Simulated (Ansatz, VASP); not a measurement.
**GaP in VASP and in Ansatz**

INCAR

```
SYSTEM = GaP
  PREC = Accurate
  ENCUT = 500
  EDIFF = 1E-6
  ISMEAR = 0
  SIGMA = 0.01
  LREAL = .FALSE.
  LASPH = .TRUE.
  NELM = 120
  ALGO = Normal
  ISIF = 2
  LWAVE = .FALSE.
  LCHARG = .FALSE.
  GGA = PS
  NBANDS = 16
  GGA_COMPAT = .FALSE.
```

File KPOINTS:

```
regular mesh
0
G
  8 8 8
  0 0 0
```

The input POSCAR:

```
GaP
1.0
    0.0000000000      2.7372337376      2.7372337376
    2.7372337376      0.0000000000      2.7372337376
    2.7372337376      2.7372337376      0.0000000000
Ga P
1 1
Direct
    0.0000000000      0.0000000000      0.0000000000
    0.2500000000      0.2500000000      0.2500000000
```

Input for Ansatz:

```yaml
crystal:
  lattice:
    - [0.0, 2.7372337376, 2.7372337376]
    - [2.7372337376, 0.0, 2.7372337376]
    - [2.7372337376, 2.7372337376, 0.0]
  atoms:
    - { symbol: Ga, position: [0.0, 0.0, 0.0] }
    - { symbol: P, position: [0.25, 0.25, 0.25] }
basis:
  ecutwfc: 420
kpoints:
  mp_grid: { grid: [8, 8, 8] }
hamiltonian:
  xc: pbesol
scf:
  occupations: { method: fixed }
output:
  forces: true
  stress: true
  eigenvalues: true
```

Alike in both runs: task single point; functional PBEsol; k mesh 8 × 8 × 8; no spin polarisation.

```csv
,VASP,Ansatz
version,VASP 6.6.1,Ansatz 0.2.0
potentials or method,"VASP PAW PBE potentials, release 64 (Ga_d, P), cutoff 500 eV","scalar-relativistic, plane waves, PAW"
occupations,"gaussian, width 0.01 eV",fixed
valence electrons in the cell,18,18
```

Ansatz gave:

| Item | Value |
| --- | --- |
| gap on the k mesh at the Fermi level (eV) | 1.54 |
| least direct gap on the mesh (eV) | 1.64 |
| pressure (GPa) | -1.6 |

**Question.** Which values does VASP return?

**Answer.** gap on the k mesh at the Fermi level (eV): 1.54; least direct gap on the mesh (eV): 1.64; pressure (GPa): -1.7.

VASP's potentials were made for PBE, not for PBEsol.
